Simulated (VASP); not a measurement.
TePb:

```
Pb Te
1.0
     0.00000    3.28465    3.28465
     3.28465    0.00000    3.28465
     3.28465    3.28465    0.00000
Pb Te
1 1
Direct
  0.00000 0.00000 0.00000
  0.50000 0.50000 0.50000
```

| Quantity | Value |
| --- | --- |
| Program | VASP 6.6.1 |
| Task | relaxation of cell and atoms |
| Functional | PBEsol |
| Potentials or basis | VASP PAW PBE potentials, release 64 (Pb_d, Te) |
| Cutoff | 600 eV |
| k mesh | 6 × 6 × 6 |
| Occupations | fermi-dirac, width 0.02 eV |
| Spin | no spin polarisation |

At the start: pressure -2.3 GPa; volume 35.44 Å³/atom.

Task: Where does the relaxation end?

Result: Over 3 steps the energy falls by 15.0 meV/atom and the volume is 33.45 Å³/atom (-5.6 %); space group Fm-3m (No. 225, to 0.05 Å).

Step by step:
```
step  energy change (eV)  largest force (eV/Å)  pressure (GPa)  volume (Å³)
   1              0.0000                0.0000           -2.29        70.88
   2             -0.0273                0.0000            0.79        65.80
   3             -0.0299                0.0000            0.00        66.90
```

Final structure:
```xyz
2
Lattice="0.0000 3.2221 3.2221 3.2221 0.0000 3.2221 3.2221 3.2221 0.0000" Properties=species:S:1:pos:R:3 pbc="T T T"
Pb    0.0000    0.0000    0.0000
Te    3.2221    3.2221    3.2221
```

Caveat: the PAW data sets were made with another functional, which shifts forces and pressure a little.
